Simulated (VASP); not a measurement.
Wanted: the native input for a VASP 6.6.1 run.

```
Task                   : single point
Functional             : PBE
Potentials or basis    : VASP PAW PBE potentials, release 64 (Ti_sv)
Cutoff                 : 520 eV
k mesh                 : 13 × 13 × 1
Occupations            : fermi-dirac, width 0.05 eV
Spin                   : no spin polarisation
Dipole correction      : yes
Further INCAR settings : ALGO = Normal; EDIFF = 1e-06; NBANDS = 32
```

The structure of Ti lies in POSCAR:

```
Ti
1.0
    2.9399472394      0.0000000000      0.0000000000
   -1.4699736197      2.5460689951      0.0000000000
    0.0000000000      0.0000000000     22.9718000000
Ti
4
Direct
    0.8333333330      0.1666666670      0.3482529824
    0.1666666670      0.8333333330      0.4494176610
    0.8333333330      0.1666666670      0.5505823390
    0.1666666670      0.8333333330      0.6517470176
```

One way to write it, as run:

INCAR

```
ALGO = Normal
DIPOL = 0.5 0.5 0.500
EDIFF = 1E-6
ENCUT = 520
GGA = PE
IDIPOL = 3
ISIF = 2
ISMEAR = -1
LASPH = True
LCHARG = False
LDIPOL = True
LREAL = False
LWAVE = False
NBANDS = 32
NELM = 80
PREC = Accurate
SIGMA = 0.05
```

KPOINTS

```
k-points
0
Gamma
  13 13 1
```

Potentials or basis: VASP PAW PBE potentials, release 64 (Ti_sv).

The run is started by

```bash
$ cat potpaw_PBE.64/Ti_sv/POTCAR > POTCAR
$ mpirun -np 1 vasp_std > vasp.out
```

Results of the run:

```
Largest force          : 0.695 eV/Å
Band gap on the k mesh : zero (bands 24 and 25 overlap by 0.99 eV)
```

It took 6.5 min on 1 thread of Intel Xeon 8259CL (shared host), peak memory 0.35 GiB.
